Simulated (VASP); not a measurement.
# BP (I-4m2) in VASP: notebook

Runs on BP. Level: r2SCAN. Tasks: single point.

Everything below comes from runs of VASP 6.6.1. Logs are shortened: lines on timing, memory, paths and dates and some standing lists are left out, and cuts for length are marked.

### Step 1. The cell of the first run

It takes space group I-4m2 (No. 119, tetragonal). The conventional cell has a = 3.601 Å, b = 3.601 Å, c = 3.600 Å, α = 90.00°, β = 90.00°, γ = 90.00°. B (site symmetry -4m2) has 4 P at 2.01 Å within 2.7 Å. P (site symmetry -4m2) has 4 B at 2.01 Å within 2.7 Å.

### Step 2. Single point, r2SCAN

The input, POSCAR:

```
BP
1.0
    0.0000000000      2.5461715878      1.8001433126
    2.5461715878      0.0000000000      1.8001433126
    2.5461715878      2.5461715878      0.0000000000
B P
1 1
Direct
    0.0000000000      0.0000000000      0.0000000000
    0.7500000000      0.7500000000      0.7500000000
```

The input, INCAR.step1:

```
PREC = Accurate
ENCUT = 520
ISMEAR = 0
SIGMA = 0.05
LREAL = False
LASPH = True
NELM = 100
NBANDS = 11
GGA = PE
ALGO = Normal
EDIFF = 1E-4
LWAVE = True
LCHARG = False
```

The input, INCAR.step2:

```
PREC = Accurate
ENCUT = 520
EDIFF = 1E-6
ISMEAR = 0
SIGMA = 0.05
LREAL = False
LASPH = True
NELM = 100
ALGO = Normal
ISIF = 2
LWAVE = False
LCHARG = True
METAGGA = R2SCAN
LMIXTAU = True
LELF = True
LVHAR = True
NBANDS = 11
ISTART = 1
```

The input, KPOINTS:

```
Automatic mesh
0
Gamma
  12 12 12
```

Potentials or basis: VASP PAW PBE potentials, release 64 (B, P).

Run with:

```
$ cat potpaw_PBE.64/B/POTCAR potpaw_PBE.64/P/POTCAR > POTCAR
$ cp INCAR.step1 INCAR
$ mpirun -np 1 vasp_std > vasp.out
$ cp INCAR.step2 INCAR
$ mpirun -np 1 vasp_std > vasp.out
```

OUTCAR:

```text
PREC = Accurate
   ENCUT = 520
   EDIFF = 1E-6
   ISMEAR = 0
   LREAL = False
   LASPH = True
   NELM = 100
   ISIF = 2
   METAGGA = R2SCAN
   ISTART = 1

 ion  position               nearest neighbor table
   1  0.000  0.000  0.000-   2 2.01   2 2.01   2 2.01   2 2.01
   2  0.750  0.750  0.750-   1 2.01   1 2.01   1 2.01   1 2.01

  LATTYP: Found a body centered tetragonal cell.
 ALAT       =     3.6008303916
 C/A-ratio  =     0.9998489886

  Lattice vectors:

 A1 = (   0.0000000000,  -2.5461715878,  -1.8001433126)
 A2 = (   0.0000000000,   2.5461715878,  -1.8001433126)
 A3 = (   2.5461715878,   0.0000000000,   1.8001433126)

Analysis of symmetry for initial positions (statically):
=====================================================================
 Subroutine PRICEL returns:
 Original cell was already a primitive cell.

 Routine SETGRP: Setting up the symmetry group for a
 body centered tetragonal supercell.

 Subroutine GETGRP returns: Found  8 space group operations
 (whereof  8 operations were pure point group operations)
 out of a pool of 16 trial point group operations.

The static configuration has the point symmetry D_2d.

Analysis of symmetry for dynamics (positions and initial velocities):
=====================================================================
 Subroutine PRICEL returns:
 Original cell was already a primitive cell.

 Routine SETGRP: Setting up the symmetry group for a
 body centered tetragonal supercell.

 Subroutine GETGRP returns: Found  8 space group operations
 (whereof  8 operations were pure point group operations)
 out of a pool of 16 trial point group operations.

The dynamic configuration has the point symmetry D_2d.

 Subroutine INISYM returns: Found  8 space group operations
 (whereof  8 operations are pure point group operations),
 and found     1 'primitive' translations

----------------------------------------------------------------------------------------

                                     Primitive cell

  volume of cell :      23.3406

  direct lattice vectors                    reciprocal lattice vectors
     0.000000000  2.546171588  1.800143313    -0.196373254  0.196373254  0.277755663
     2.546171588  0.000000000  1.800143313     0.196373254 -0.196373254  0.277755663
     2.546171588  2.546171588  0.000000000     0.196373254  0.196373254 -0.277755663

  length of vectors
     3.118253630  3.118253630  3.600830392     0.392776168  0.392776168  0.392776168

  position of ions in fractional coordinates (direct lattice)
     0.000000000  0.000000000  0.000000000
     0.750000000  0.750000000  0.750000000

  ion indices of the primitive-cell ions
   primitive index   ion index
                 1           1
                 2           2

----------------------------------------------------------------------------------------

 KPOINTS: Automatic mesh

Automatic generation of k-mesh.
 Grid dimensions read from file:
 generate k-points for:   12   12   12

 Generating k-lattice:

  Cartesian coordinates                     Fractional coordinates (reciprocal lattice)
    -0.016364438  0.016364438  0.023146305     0.083333333  0.000000000  0.000000000
     0.016364438 -0.016364438  0.023146305     0.000000000  0.083333333  0.000000000
     0.016364438  0.016364438 -0.023146305     0.000000000  0.000000000  0.083333333

  Length of vectors
     0.032731347  0.032731347  0.032731347

  Shift w.r.t. Gamma in fractional coordinates (k-lattice)
     0.000000000  0.000000000  0.000000000

 Subroutine IBZKPT returns following result:
 ===========================================

 Found    163 irreducible k-points:

 Following reciprocal coordinates:
            Coordinates               Weight
  0.000000  0.000000  0.000000      1.000000
  0.083333  0.000000  0.000000      8.000000
  0.166667  0.000000  0.000000      8.000000
  0.250000  0.000000  0.000000      8.000000
  0.333333  0.000000  0.000000      8.000000
  0.416667  0.000000  0.000000      8.000000
[... 16 lines left out ...]
  0.500000  0.166667  0.000000      8.000000
 -0.416667  0.166667  0.000000      8.000000
 [... further k-points ...]
   k-points           NKPTS =    163   k-points in BZ     NKDIM =    163   number of bands    NBANDS=     11
   number of dos      NEDOS =    301   number of ions     NIONS =      2
   total plane-waves  NPLWV =  16128
   dimension x,y,z NGX =    24 NGY =   24 NGZ =   28
   dimension x,y,z NGXF=    48 NGYF=   48 NGZF=   56
   ions per type =               1   1
   NGX,Y,Z   is equivalent  to a cutoff of  12.80, 12.80, 12.93 a.u.
   NGXF,Y,Z  is equivalent  to a cutoff of  25.59, 25.59, 25.85 a.u.
 SYSTEM =  unknown system
   PREC   = accura    normal or accurate (medium, high low for compatibility)
   ISTART =      1    job   : 0-new  1-cont  2-samecut
   ICHARG =      0    charge: 1-file 2-atom 10-const
   ISPIN  =      1    spin polarized calculation?
   LNONCOLLINEAR =      F non collinear calculations
   LSORBIT =      F    spin-orbit coupling
   LASPH  =      T    aspherical Exc in radial PAW
   ENCUT  =  520.0 eV  38.22 Ry    6.18 a.u.   5.80  5.80  6.70*2*pi/ulx,y,z
   NELM   =    100;   NELMIN=  2; NELMDL=  0     # of ELM steps
   EDIFF  = 0.1E-05   stopping-criterion for ELM
   LREAL  =      F    real-space projection
   EDIFFG = 0.1E-04   stopping-criterion for IOM
   NSW    =      0    number of steps for IOM
   IBRION =     -1    ionic relax: 0-MD 1-quasi-New 2-CG
   NFREE  =      0    steps in history (QN), initial steepest desc. (CG)
   ISIF   =      2    stress and relaxation
   ISYM   =      2    0-nonsym 1-usesym 2-fastsym
   POTIM  = 0.5000    time-step for ionic-motion
   TEBEG  =    0.0;   TEEND  =   0.0 temperature during run
   PSTRESS=    0.0 pullay stress
   NELECT =       8.0000    total number of electrons
   NUPDOWN=      -1.0000    fix difference up-down
   EMIN   =  10.00;   EMAX   =-10.00  energy-range for DOS
   EFERMI =   0.00;   METHOD = LEGACY
   ISMEAR =     0;   SIGMA  =   0.05  broadening in eV -4-tet -1-fermi 0-gaus
   EFERMI_NEDOS =   21; number of points for ismear=-14 and -15
   IALGO  =     38    algorithm
   IMIX   =      4    mixing-type and parameters
     AMIX     =   0.40;   BMIX     =  1.00
     AMIX_MAG =   1.60;   BMIX_MAG =  1.00
  volume/ion in A,a.u.               =      11.67        78.76
  Fermi-wavevector in a.u.,A,eV,Ry     =   1.145691  2.165041 17.859102  1.312607
  Thomas-Fermi vector in A             =   2.282378
   LORBIT       =      0    0 simple, 1 ext, 2 COOP (PROOUT), +10 PAW based schemes
   METAGGA = R2SCAN    functional components
   LHFCALC =     F    Hartree Fock is set to
   AEXX    =    0.0000 exact exchange contribution
   IVDW    =     0    specifies the selected vdW correction
   LEPSILON=     F    determine dielectric tensor
   LRPA    =     F    only Hartree local field effects (RPA)
 non-spin polarized calculation
 Gauss-broadening in eV      SIGMA  =   0.05
  energy-cutoff  :      520.00
  volume of cell :       23.34
 maximum number of plane-waves:       664
   NGX = 11   NGY = 11   NGZ = 13

 number of electron       8.0000000 magnetization

 Free energy of the ion-electron system (eV)
  ---------------------------------------------------
  ext. energy  EPLUGINS =         0.00000000
  ---------------------------------------------------
  free energy    TOTEN  =       -16.22556448 eV

  energy without entropy =      -16.22486398  energy(sigma->0) =      -16.22521423

 E-fermi :   7.4862     XC(G=0): -11.6319

 val. band max:        7.4814623726   @ k =   0.5000   0.3333   0.0833
 cond. band min:       7.4887041349   @ k =  -0.4167   0.4167   0.0833
 fundamental gap:      0.0072417622
 Fermi energy:         7.4862366144

 k-point     1 :       0.0000    0.0000    0.0000
  band No.  band energies     occupation
      1      -8.7380      2.00000
      2       6.6810      2.00000
      3       6.6810      2.00000
      4       9.4379      0.00000
      5      10.5418      0.00000
      6      12.7679      0.00000
      7      12.7679      0.00000
      8      14.2408      0.00000
      9      16.0242      0.00000
     10      19.7757      0.00000
     11      21.2029      0.00000

 k-point     2 :       0.0833    0.0000    0.0000
  band No.  band energies     occupation
      1      -8.5971      2.00000
      2       6.1713      2.00000
      3       6.4024      2.00000
      4       8.9095      0.00000
      5      10.4617      0.00000
      6      12.8136      0.00000
      7      12.9926      0.00000
      8      14.7201      0.00000
      9      16.1901      0.00000
     10      19.4401      0.00000
     11      21.1080      0.00000

 k-point     3 :       0.1667    0.0000    0.0000
  band No.  band energies     occupation
      1      -8.1775      2.00000
      2       4.7118      2.00000
      3       5.7688      2.00000
      4       8.1640      0.00000
      5      10.1549      0.00000
      6      12.5806      0.00000
      7      13.2928      0.00000
      8      16.0198      0.00000
      9      17.1462      0.00000
     10      19.1609      0.00000
     11      22.1560      0.00000

 k-point     4 :       0.2500    0.0000    0.0000
  band No.  band energies     occupation
      1      -7.4917      2.00000
      2       2.7656      2.00000
      3       5.0857      2.00000
      4       7.6186      0.00018
      5       9.6788      0.00000
      6      12.0417      0.00000
      7      13.8422      0.00000
      8      17.4650      0.00000
      9      18.9768      0.00000
     10      19.4153      0.00000
     11      23.2419      0.00000

 k-point     5 :       0.3333    0.0000    0.0000
  band No.  band energies     occupation
      1      -6.5742      2.00000
      2       0.7821      2.00000
      3       4.5267      2.00000
      4       7.2272      2.00000
      5       9.2296      0.00000
      6      11.5156      0.00000
      7      14.6121      0.00000
      8      18.5613      0.00000
      9      20.1724      0.00000
     10      21.3073      0.00000
     11      23.1784      0.00000
[... 211 lines left out ...]
 k-point    21 :       0.3333    0.1667    0.0000
  band No.  band energies     occupation
      1      -6.0684      2.00000
      2       1.3921      2.00000
      3       3.5113      2.00000
      4       5.6572      2.00000
      5       8.3192      0.00000
      6      13.1863      0.00000
      7      13.5508      0.00000
      8      16.4757      0.00000
      9      20.7579      0.00000
     10      24.0282      0.00000
     11      25.5042      0.00000

 k-point    22 :       0.4167    0.1667    0.0000
  band No.  band energies     occupation
      1      -5.0539      2.00000
      2      -0.3599      2.00000
      3       3.1464      2.00000
      4       5.3532      2.00000
      5       8.8546      0.00000
      6      13.1076      0.00000
      7      13.2806      0.00000
      8      16.5928      0.00000
      9      23.2197      0.00000
     10      24.0472      0.00000
     11      25.3893      0.00000

 k-point    23 :       0.5000    0.1667    0.0000
  band No.  band energies     occupation
      1      -4.4128      2.00000
      2      -1.3108      2.00000
      3       3.0237      2.00000
      4       5.1815      2.00000
      5       9.2312      0.00000
      6      13.1815      0.00000
      7      13.6229      0.00000
      8      16.2595      0.00000
      9      23.5953      0.00000
     10      24.4760      0.00000
     11      24.5277      0.00000

 k-point    24 :      -0.4167    0.1667    0.0000
  band No.  band energies     occupation
      1      -4.9696      2.00000
      2      -0.6288      2.00000
      3       3.1517      2.00000
      4       5.1660      2.00000
      5       9.3686      0.00000
      6      13.2920      0.00000
      7      14.7466      0.00000
      8      15.9589      0.00000
      9      21.8724      0.00000
     10      22.8234      0.00000
     11      23.2713      0.00000

 [... further k-points ...]
[... 5 lines left out ...]
  --------------------------------------------------------------------------------------
  -------------------------------------------------------------------------------------
  Total       -2.9983433     -2.9983433      4.0138557      0.0000000      0.0000000      0.0000000
  in kB     -205.8161853   -205.8161853    275.5243113      0.0000000      0.0000000      0.0000000
  external PRESSURE =     -45.3693531 kB  Pullay stress =       0.0000000 kB

 VOLUME and BASIS-vectors are now :
 -----------------------------------------------------------------------------
  energy-cutoff  :      520.00
  volume of cell :       23.34
      direct lattice vectors                 reciprocal lattice vectors
     0.000000000  2.546171588  1.800143313    -0.196373254  0.196373254  0.277755663
     2.546171588  0.000000000  1.800143313     0.196373254 -0.196373254  0.277755663
     2.546171588  2.546171588  0.000000000     0.196373254  0.196373254 -0.277755663

 POSITION                                       TOTAL-FORCE (eV/Angst)
 -----------------------------------------------------------------------------------
      0.00000      0.00000      0.00000        -0.000000     -0.000000     -0.000000
      3.81926      3.81926      2.70021         0.000000      0.000000      0.000000
 -----------------------------------------------------------------------------------
    total drift:                                0.000021      0.000021     -0.000026

  FREE ENERGIE OF THE ION-ELECTRON SYSTEM (eV)
  ---------------------------------------------------
  free  energy   TOTEN  =       -16.2255644751 eV

  energy  without entropy=      -16.2248639785  energy(sigma->0) =      -16.22521423
```

Wall time 3.3 min (1 thread of AMD EPYC 7R43 (Zen 3), shared host); peak memory 0.13 GiB.

Results:

```
Free energy            : -16.2256 eV
Pressure               : -4.5 GPa
Band gap on the k mesh : zero (band 4 reaches 9.44 eV, above the bottom of band 5 at 6.05 eV)
```

Stress tensor (GPa, compression positive):
```
-20.58   0.00   0.00
  0.00 -20.58   0.00
  0.00   0.00  27.55
```

Levels at points of the mesh, in eV from the Fermi level:
```csv
k point,band 1,band 2,band 3,band 4,band 5,band 6,band 7,band 8,band 9
"(0.00, 0.00, 0.00)",-16.22,-0.81,-0.81,1.95,3.06,5.28,5.28,6.75,8.54
"(0.50, 0.00, 0.00)",-12.42,-9.27,-3.44,-0.59,1.34,3.55,8.27,11.82,13.41
"(0.50, 0.50, 0.00)",-9.03,-6.67,-6.31,-6.31,-0.58,-0.48,12.73,12.73,16.86
"(0.50, 0.00, 0.50)",-12.05,-10.02,-2.63,-2.13,3.84,4.22,8.40,10.50,11.20
```

Caveat: the PAW data sets were made with another functional, which shifts forces and pressure a little.

(Continued in part 2 of 3.)
